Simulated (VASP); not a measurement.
# ZnSe (F-43m) in VASP: notebook, part 2 of 2

VASP 6.6.1. Earlier steps stand in the parts before.

## Step 3: Relaxation of cell and atoms, r2SCAN

This run uses another cell than the first one, of 22.76 Å³/atom, 0.944 times its volume.

The input, POSCAR:

```
ZnSe
1.0
    0.0000000000      2.8338000000      2.8338000000
    2.8338000000      0.0000000000      2.8338000000
    2.8338000000      2.8338000000      0.0000000000
Zn Se
1 1
Direct
    0.0000000000      0.0000000000      0.0000000000
    0.2500000000      0.2500000000      0.2500000000
```

The input, INCAR.step1:

```
SYSTEM = ZnSe
ALGO     = Normal         ! electronic algorithm
EDIFF    = 1E-4           ! SCF threshold, eV
ENCUT    = 600            ! plane-wave cutoff, eV
GGA      = PE             ! functional
ISMEAR   = 0              ! smearing method
LASPH    = .True.         ! aspherical terms in the spheres
LCHARG   = .False.        ! write CHGCAR
LREAL    = .False.        ! projectors in reciprocal space
LWAVE    = .True.         ! write WAVECAR
NELM     = 100            ! most SCF steps
PREC     = Accurate       ! precision mode
SIGMA    = 0.02           ! smearing width, eV
```

The input, INCAR.step2:

```
SYSTEM = ZnSe
ALGO     = Normal         ! electronic algorithm
EDIFF    = 1E-7           ! SCF threshold, eV
EDIFFG   = -0.005         ! ionic threshold
ENCUT    = 600            ! plane-wave cutoff, eV
IBRION   = 2              ! ionic algorithm
ISIF     = 3              ! what is computed and relaxed
ISMEAR   = 0              ! smearing method
ISTART   = 1            
LASPH    = .True.         ! aspherical terms in the spheres
LCHARG   = .False.        ! write CHGCAR
LMIXTAU  = .True.       
LREAL    = .False.        ! projectors in reciprocal space
LWAVE    = .False.        ! write WAVECAR
METAGGA  = R2SCAN         ! meta-GGA
NELM     = 100            ! most SCF steps
NSW      = 100            ! ionic steps
PREC     = Accurate       ! precision mode
SIGMA    = 0.02           ! smearing width, eV
```

The input, KPOINTS:

```
k-points
0
Gamma
  8 8 8
  0 0 0
```

Potentials or basis: VASP PAW PBE potentials, release 64 (Zn, Se).

Launch:

```bash
cat potpaw_PBE.64/Zn/POTCAR potpaw_PBE.64/Se/POTCAR > POTCAR
cp INCAR.step1 INCAR
mpirun -np 1 vasp_std > vasp.out
cp INCAR.step2 INCAR
mpirun -np 1 vasp_std > vasp.out
```

OUTCAR:

```text
SYSTEM = ZnSe
   EDIFF = 1E-7
   EDIFFG = -0.005
   ENCUT = 600
   IBRION = 2
   ISIF = 3
   ISMEAR = 0
   ISTART = 1
   LASPH = .True.
   LREAL = .False.
   METAGGA = R2SCAN
   NELM = 100
   NSW = 100
   PREC = Accurate

 ion  position               nearest neighbor table
   1  0.000  0.000  0.000-   2 2.45   2 2.45   2 2.45   2 2.45
   2  0.250  0.250  0.250-   1 2.45   1 2.45   1 2.45   1 2.45

  LATTYP: Found a face centered cubic cell.
 ALAT       =     5.6676000000

  Lattice vectors:

 A1 = (   0.0000000000,   2.8338000000,   2.8338000000)
 A2 = (   2.8338000000,   0.0000000000,   2.8338000000)
 A3 = (   2.8338000000,   2.8338000000,   0.0000000000)

Analysis of symmetry for initial positions (statically):
=====================================================================
 Subroutine PRICEL returns:
 Original cell was already a primitive cell.

 Routine SETGRP: Setting up the symmetry group for a
 face centered cubic supercell.

 Subroutine GETGRP returns: Found 24 space group operations
 (whereof 24 operations were pure point group operations)
 out of a pool of 48 trial point group operations.

The static configuration has the point symmetry T_d .

Analysis of symmetry for dynamics (positions and initial velocities):
=====================================================================
 Subroutine PRICEL returns:
 Original cell was already a primitive cell.

 Routine SETGRP: Setting up the symmetry group for a
 face centered cubic supercell.

 Subroutine GETGRP returns: Found 24 space group operations
 (whereof 24 operations were pure point group operations)
 out of a pool of 48 trial point group operations.

The dynamic configuration has the point symmetry T_d .

 Subroutine INISYM returns: Found 24 space group operations
 (whereof 24 operations are pure point group operations),
 and found     1 'primitive' translations

----------------------------------------------------------------------------------------

                                     Primitive cell

[... 115 lines left out ...]
   METAGGA = R2SCAN    functional components
   LHFCALC =     F    Hartree Fock is set to
   AEXX    =    0.0000 exact exchange contribution
   IVDW    =     0    specifies the selected vdW correction
   LEPSILON=     F    determine dielectric tensor
   LRPA    =     F    only Hartree local field effects (RPA)
 conjugate gradient relaxation of ions
 non-spin polarized calculation
 Gauss-broadening in eV      SIGMA  =   0.02
  energy-cutoff  :      600.00
  volume of cell :       45.51
 maximum number of plane-waves:      1540
   NGX = 17   NGY = 17   NGZ = 17

 number of electron      17.9999991 magnetization

 Free energy of the ion-electron system (eV)
  ---------------------------------------------------
  ext. energy  EPLUGINS =         0.00000000
  ---------------------------------------------------
  free energy    TOTEN  =       -24.91071793 eV

  energy without entropy =      -24.91071793  energy(sigma->0) =      -24.91071793

 E-fermi :   1.4322     XC(G=0):  -9.9197

 val. band max:        1.2980212411   @ k =   0.0000   0.0000   0.0000
 cond. band min:       3.1653966149   @ k =   0.0000   0.0000   0.0000
 fundamental gap:      1.8673753738
 Fermi energy:         1.4321730312

 k-point     1 :       0.0000    0.0000    0.0000
  band No.  band energies     occupation
      1     -12.4152      2.00000
      2      -5.3970      2.00000
      3      -5.3970      2.00000
      4      -5.3970      2.00000
      5      -4.9892      2.00000
      6      -4.9892      2.00000
      7       1.2980      2.00000
      8       1.2980      2.00000
      9       1.2980      2.00000
     10       3.1654      0.00000
     11       7.6137      0.00000
     12       7.6139      0.00000
     13       7.6139      0.00000
[... 354 lines left out ...]
  band No.  band energies     occupation
      1     -11.4641      2.00000
      2      -5.2818      2.00000
      3      -5.2455      2.00000
      4      -5.0240      2.00000
      5      -4.9832      2.00000
      6      -4.7834      2.00000
      7      -3.6492      2.00000
      8      -1.1305      2.00000
      9      -0.1895      2.00000
     10       6.0284      0.00000
     11       7.2618      0.00000
     12       9.2582      0.00000
     13      10.5340      0.00000

 [... further k-points ...]
[... 5 lines left out ...]
  --------------------------------------------------------------------------------------
  -------------------------------------------------------------------------------------
  Total       -0.0053998     -0.0053998     -0.0053998      0.0000000      0.0000000     -0.0000000
  in kB       -0.1900875     -0.1900875     -0.1900875      0.0000000      0.0000000     -0.0000000
  external PRESSURE =      -0.1900875 kB  Pullay stress =       0.0000000 kB

 VOLUME and BASIS-vectors are now :
 -----------------------------------------------------------------------------
  energy-cutoff  :      600.00
  volume of cell :       45.51
      direct lattice vectors                 reciprocal lattice vectors
     0.000000000  2.833800000  2.833800000    -0.176441527  0.176441527  0.176441527
     2.833800000  0.000000000  2.833800000     0.176441527 -0.176441527  0.176441527
     2.833800000  2.833800000  0.000000000     0.176441527  0.176441527 -0.176441527

 POSITION                                       TOTAL-FORCE (eV/Angst)
 -----------------------------------------------------------------------------------
      0.00000      0.00000      0.00000         0.000000      0.000000     -0.000000
      1.41690      1.41690      1.41690        -0.000000     -0.000000      0.000000
 -----------------------------------------------------------------------------------
    total drift:                                0.000026      0.000026      0.000026

  FREE ENERGIE OF THE ION-ELECTRON SYSTEM (eV)
  ---------------------------------------------------
  free  energy   TOTEN  =       -24.9107179340 eV

  energy  without entropy=      -24.9107179340  energy(sigma->0) =      -24.91071793

 reached required accuracy - stopping structural energy minimisation
```

OUTCAR.step1:

```text
SYSTEM = ZnSe
   EDIFF = 1E-4
   ENCUT = 600
   GGA = PE
   ISMEAR = 0
   LASPH = .True.
   LREAL = .False.
[... 604 lines left out ...]
      0.00000      0.00000      0.00000         0.000000      0.000000      0.000000
      1.41690      1.41690      1.41690        -0.000000     -0.000000     -0.000000
 -----------------------------------------------------------------------------------
    total drift:                                0.000000      0.000000      0.000000

  FREE ENERGIE OF THE ION-ELECTRON SYSTEM (eV)
  ---------------------------------------------------
  free  energy   TOTEN  =        -6.0198704493 eV

  energy  without entropy=       -6.0198704493  energy(sigma->0) =       -6.01987045
```

Wall time 3.4 min (1 thread of AMD EPYC, shared host); peak memory 0.16 GiB.

Results:

```
Free energy             : -24.9107 eV
Pressure after relaxing : 0.0 GPa
Band gap on the k mesh  : 1.87 eV, direct
```

Final structure:
```
Zn Se
1.0
     0.00000    2.83380    2.83380
     2.83380    0.00000    2.83380
     2.83380    2.83380    0.00000
Zn Se
1 1
Direct
  0.00000 0.00000 0.00000
  0.25000 0.25000 0.25000
```

Levels at points of the mesh, in eV from the valence-band top:
```tsv
k point	band 7	band 8	band 9	band 10	band 11	band 12
(0.00, 0.00, 0.00)	0.00	0.00	0.00	1.87	6.32	6.32
(0.50, 0.00, 0.00)	-5.30	-0.88	-0.88	3.05	6.87	6.87
(0.50, 0.50, 0.00)	-4.79	-2.23	-2.23	3.34	3.87	11.51
```

Caveat: the relaxation stopped at its first step, so nothing moved; the PAW data sets were made with another functional, which shifts forces and pressure a little. r2SCAN opens gaps a little over a GGA but as a rule still falls short of measured ones.
